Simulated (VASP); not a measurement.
Wanted: the native input for a VASP 6.6.1 run.

| Quantity | Value |
| --- | --- |
| Task | single point |
| Functional | LDA |
| Potentials or basis | VASP PAW LDA potentials, release 64 (Pt) |
| Cutoff | 520 eV |
| k mesh | 9 × 9 × 9 |
| Occupations | fermi-dirac, width 0.1 eV |
| Spin | no spin polarisation |
| Dipole correction | no |
| Further INCAR settings | ALGO = Normal; EDIFF = 1e-07; NBANDS = 11 |

The structure of Pt lies in POSCAR:

```
Pt
1.0
    0.0000000000      1.9474302061      1.9474302061
    1.9474302061      0.0000000000      1.9474302061
    1.9474302061      1.9474302061      0.0000000000
Pt
1
Direct
    0.0000000000      0.0000000000      0.0000000000
```

These files were run (other wordings do the same):

INCAR

```
SYSTEM = Pt
PREC     = Accurate       ! precision mode
ENCUT    = 520            ! plane-wave cutoff, eV
EDIFF    = 1E-7           ! SCF threshold, eV
ISMEAR   = -1             ! smearing method
SIGMA    = 0.1            ! smearing width, eV
LREAL    = .FALSE.        ! projectors in reciprocal space
LASPH    = .TRUE.         ! aspherical terms in the spheres
NELM     = 60             ! most SCF steps
ALGO     = Normal         ! electronic algorithm
ISIF     = 2              ! what is computed and relaxed
LWAVE    = .FALSE.        ! write WAVECAR
LCHARG   = .TRUE.         ! write CHGCAR
GGA      = CA             ! functional
LELF     = .TRUE.         ! ELF
LVHAR    = .TRUE.       
NBANDS   = 11             ! bands
```

KPOINTS

```
Automatic mesh
0
G
  9 9 9
  0 0 0
```

Potentials or basis: VASP PAW LDA potentials, release 64 (Pt).

Command:

```bash
$ cat potpaw_LDA.64/Pt/POTCAR > POTCAR
$ mpirun -np 1 vasp_std > vasp.out
```

Results of the run:

```
Pressure               : 0.5 GPa
Band gap on the k mesh : zero (band 5 reaches 11.92 eV, above the bottom of band 6 at 9.78 eV)
```

Caveat: spin-orbit coupling is left out, which moves the levels of the heavy elements.

Run time: 5.1 s on 1 thread of Intel(R) Xeon(R) Platinum 8559C (Emerald Rapids), with other jobs on the host, peak memory 0.11 GiB.
